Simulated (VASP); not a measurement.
Wanted: the native input for a VASP 6.6.1 run.

* Task: single point
* Functional: PBE
* Dispersion: D3(BJ)
* Potentials or basis: VASP PAW PBE potentials, release 64 (C_h, Cl, H_h)
* Cutoff: 1000 eV
* k mesh: 1 × 1 × 1
* Occupations: fermi-dirac, width 0.05 eV
* Spin: no spin polarisation
* Dipole correction: no
* Further INCAR settings: LREAL = Auto; ALGO = Normal; EDIFF = 1e-06; NBANDS = 82

The structure of H3CCl lies in POSCAR:

```
H3CCl
1.0
    8.3815160000      0.0000000000      0.0000000000
    0.0000000000      8.3815160000      0.0000000000
    0.0000000000      0.0000000000      8.3815160000
C Cl H
8 8 24
Direct
    0.5162800287      0.2849383145      0.8629230205
    0.1044664452      0.0735210802      0.8275276184
    0.8138770969      0.7178638011      0.2709546649
    0.5456325545      0.8666994762      0.8931743709
    0.0900951455      0.0677381739      0.4210617420
    0.1284504866      0.4844656122      0.5100284676
    0.5817271893      0.3535626150      0.3161706468
    0.1795666111      0.7004436274      0.0474839688
    0.5561134423      0.4753152130      0.7728085465
    0.1314023471      0.0804050614      1.0415463607
    0.6901508379      0.8858430679      0.3217981492
    0.7416990647      0.8763104722      0.8087231156
    0.2159220651     -0.1047366469      0.4521048646
    0.0541918308      0.4768679445      0.7108507060
    0.4853790638      0.2038618857      0.4343960336
    0.1408019406      0.4960906448      0.1050723005
    0.4898194755      0.2001389343      0.7661716681
    0.6244457596      0.2481626510      0.9271422679
    0.4135934629      0.2975409327      0.9437631739
   -0.0136060414      0.1229769682      0.8010397766
    0.1981567635      0.1463659804      0.7735302078
    0.1132979835     -0.0510584281      0.7896453293
    0.8091732450      0.7002123950      0.1413557179
    0.9367148505      0.7424164145      0.3101337120
    0.7672188559      0.6132680205      0.3348241388
    0.4591886851      0.8844641445      0.7968109562
    0.5307722577      0.7480263371      0.9453788101
    0.5346212885      0.9591237357      0.9848436573
    0.0623822974      0.1182259130      0.5383847851
    0.1588897394      0.1536167905      0.3495310022
   -0.0189055232      0.0290584956      0.3602144647
    0.1466188802      0.6097855889      0.4789185961
    0.2412217150      0.4188275255      0.5059602426
    0.0402439358      0.4307066760      0.4304390308
    0.5311991221      0.4697802377      0.3475630198
    0.7099997279      0.3489037316      0.3418574470
    0.5588159266      0.3261717783      0.1904715371
    0.2664650170      0.7517300874      0.1307262742
    0.2245954887      0.6972482328     -0.0751945401
    0.0672063367      0.7662355137      0.0535429483
```

These files were run (other wordings do the same):

INCAR

```
SYSTEM = H3CCl
  PREC = Accurate
  ENCUT = 1000
  EDIFF = 1E-6
  ISMEAR = -1
  SIGMA = 0.05
  LREAL = Auto
  LASPH = .True.
  NELM = 120
  ALGO = Normal
  ISIF = 2
  LWAVE = .False.
  LCHARG = .False.
  GGA = PE
  IVDW = 12
  NBANDS = 82
  GGA_COMPAT = .False.
```

KPOINTS

```
Automatic mesh
0
Gamma
  1 1 1
  0 0 0
```

Potentials or basis: VASP PAW PBE potentials, release 64 (C_h, Cl, H_h).

Launch:

```console
$ cat potpaw_PBE.64/C_h/POTCAR potpaw_PBE.64/Cl/POTCAR potpaw_PBE.64/H_h/POTCAR > POTCAR
$ mpirun -np 1 vasp_gam > vasp.out
```

It gave:

The pressure is -0.5 GPa and the largest force is 0.320 eV/Å. The band gap on the k mesh is 5.70 eV. The dispersion energy per atom is -0.055 eV.

Caveat: the k points lie up to 0.75 Å⁻¹ apart.

Wall time 4.8 min on 1 thread of AMD EPYC 7R13 Processor (Zen 3) (shared host), peak memory 1.2 GiB.
